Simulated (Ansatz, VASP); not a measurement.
As: VASP beside Ansatz

File INCAR:

```
ALGO = Normal
EDIFF = 1E-7
ENCUT = 520
GGA = CA
ISIF = 2
ISMEAR = -1
LASPH = True
LCHARG = False
LREAL = False
LWAVE = False
NBANDS = 8
NELM = 100
PREC = Accurate
SIGMA = 0.08
```

File KPOINTS:

```
k-points
0
Gamma
  18 18 18
```

POSCAR

```
As
1.0
   -1.3493882156      1.3493882156      1.3493882156
    1.3493882156     -1.3493882156      1.3493882156
    1.3493882156      1.3493882156     -1.3493882156
As
1
Direct
    0.0000000000      0.0000000000      0.0000000000
```

Input for Ansatz:

```yaml
crystal:
  lattice:
    - [-1.3493882156, 1.3493882156, 1.3493882156]
    - [1.3493882156, -1.3493882156, 1.3493882156]
    - [1.3493882156, 1.3493882156, -1.3493882156]
  atoms:
    - { symbol: As, position: [0.0, 0.0, 0.0] }
kpoints:
  mp_grid: { grid: [18, 18, 18] }
scf:
  occupations: { method: fermi_dirac, width: 0.08 }
hamiltonian:
  xc: lda
  pseudopotentials: { kind: all_electron, lapw: { basis_error: 0.001 } }
output:
  forces: true
  stress: true
  eigenvalues: true
  populations: true
```

Change from the starting cell: volume scaled by 0.55, LAPW.

Alike in both runs: task single point; functional LDA; k mesh 18 × 18 × 18; occupations fermi-dirac, width 0.08 eV; no spin polarisation.

```csv
,VASP,Ansatz
version,VASP 6.6.1,Ansatz 0.2.0
potentials or method,"VASP PAW LDA potentials, release 64 (As), cutoff 520 eV","all-electron LAPW, scalar-relativistic"
```

|  | VASP | Ansatz | Ansatz less VASP |
| --- | --- | --- | --- |
| pressure (GPa) | 215.9 | 207.4 | -8.59 |

LDA's correlation is that of Perdew and Zunger in VASP and of Perdew and Wang (1992) in Ansatz. Both programs put the cell under a high pressure, so it lies far from rest at this level. Ansatz ran all-electron here, and VASP with PAW potentials.

Noted on VASP's run: the cell as given lies far from equilibrium.
